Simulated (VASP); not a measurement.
Runs of VASP 6.6.1 on Al. The structure is that of space group P6_3/mmc (No. 194), or close to it. The cells are those of the table. 

```tsv
task	cell	cutoff (eV)	gap on the mesh (eV)	pressure (GPa)
single point	a = 2.795, b = 2.795, c = 4.713 Å, angles 90.0, 90.0, 120.0°, 2 atoms	520	none	2.1
single point	a = 2.840, b = 2.840, c = 4.799 Å, angles 90.0, 90.0, 120.0°, 2 atoms	520	none	-1.9
relaxation of cell and atoms	relaxed to 2 GPa from a = 2.812, b = 2.812, c = 4.867 Å, angles 90.0, 90.0, 120.0°, 2 atoms	600	none	2.1
relaxation of cell and atoms	relaxed to 5 GPa from a = 2.812, b = 2.812, c = 4.867 Å, angles 90.0, 90.0, 120.0°, 2 atoms	600	none	4.7
relaxation of cell and atoms	relaxed to -2 GPa from a = 2.812, b = 2.812, c = 4.867 Å, angles 90.0, 90.0, 120.0°, 2 atoms	600	none	-2.1
relaxation of cell and atoms	relaxed to 10 GPa from a = 2.812, b = 2.812, c = 4.867 Å, angles 90.0, 90.0, 120.0°, 2 atoms	600	none	10.1
relaxation of cell and atoms	relaxed from a = 2.812, b = 2.812, c = 4.867 Å, angles 90.0, 90.0, 120.0°, 2 atoms	600	none	0.0
single point	a = 2.766, b = 2.766, c = 4.662 Å, angles 90.0, 90.0, 120.0°, 2 atoms	520	none	(a)
```

Alike in all rows: level PBEsol; potentials or basis VASP PAW PBE potentials, release 64 (Al); no spin polarisation; k mesh 14 × 14 × 7; smearing methfessel-paxton 0.05 eV.

Estimate the missing entries.

(a) 5.1.

Caveats: the PAW data sets were made with another functional, which shifts forces and pressure a little; the cell is relaxed towards a set pressure, so the enthalpy falls and the energy may rise (some runs).

A gap of «none» marks levels without a gap at the run's occupations.
